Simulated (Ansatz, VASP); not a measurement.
## One calculation of Ba2Os, two programs

INCAR

```
SYSTEM = Ba2Os
PREC = Accurate ; ENCUT = 600
EDIFF = 1E-6 ; ISMEAR = -1
SIGMA = 0.1 ; LREAL = .FALSE.
LASPH = .TRUE. ; NELM = 60
ALGO = Normal ; ISIF = 3
LWAVE = .FALSE. ; LCHARG = .FALSE.
GGA = PS ; IVDW = 13
IBRION = 2 ; NSW = 60
EDIFFG = -0.01
```

File KPOINTS:

```
Automatic mesh
0
G
  5 5 5
  0 0 0
```

The input POSCAR:

```
Ba2Os
1.0
    0.0000000000      4.1576432700      0.0000000000
    4.1576432700      0.0000000000      0.0000000000
    2.0788221400      2.0788221400     -7.3965566500
Os Ba
1 2
Direct
    0.0000000000      0.0000000000      0.0000000000
    0.3700000000      0.3700000000      0.2600000000
    0.6300000000      0.6300000000      0.7400000000
```

Input for Ansatz:

```yaml
crystal:
  lattice:
    - [0.0, 4.15764327, 0.0]
    - [4.15764327, 0.0, 0.0]
    - [2.07882214, 2.07882214, -7.39655665]
  atoms:
    - { symbol: Os, position: [0.0, 0.0, 0.0] }
    - { symbol: Ba, position: [0.37, 0.37, 0.26] }
    - { symbol: Ba, position: [0.63, 0.63, 0.74] }
  symmetry: { tolerance: 0.0003 }
kpoints:
  mp_grid: { grid: [5, 5, 5], shift: [0, 0, 0] }
magnetization:
  spin_polarized: false
scf:
  occupations: { method: fermi_dirac }
  eigensolver: { kind: davidson }
hamiltonian:
  pseudopotentials: { kind: paw }
  xc: pbesol
  dispersion: d4
basis:
  ecutwfc: 420
  precision: f64
output:
  forces: true
  stress: true
  eigenvalues: true
relax:
  max_steps: 40
  cell: {}
```

Alike in both runs: task relaxation of cell and atoms; functional PBEsol; dispersion D4; k mesh 5 × 5 × 5; no spin polarisation.

```csv
,VASP,Ansatz
version,VASP 6.6.1,Ansatz 0.2.0
potentials or method,"VASP PAW PBE potentials, release 64 (Os, Ba_sv), cutoff 600 eV",PAW plane waves
occupations,"fermi-dirac, width 0.1 eV",fermi-dirac
valence electrons in the cell,28,36
```

Ansatz gave:

- gap on the k mesh at the Fermi level, each at its own relaxed structure (eV): none
- relaxed volume (Å³/atom): 29.63
- relaxed cell length with the largest relative difference (Å): 3.615

Q: Which values does VASP return?

A: gap on the k mesh at the Fermi level, each at its own relaxed structure (eV): none; relaxed volume (Å³/atom): 31.02; relaxed cell length with the largest relative difference (Å): 3.679.

VASP's potentials were made for PBE, not for PBEsol. A gap of «none» marks a metal or a gap that the smearing closes. VASP's potentials hold 28 valence electrons a cell and Ansatz's 36, so a difference there can come from the potentials and not from the codes. Ansatz's warnings: dispersion switch in reach, structure snapped to symmetry.

Spin-orbit coupling is off throughout. Noted on VASP's run: the volume moved by over 15 % at a fixed basis, so the end points are rough.
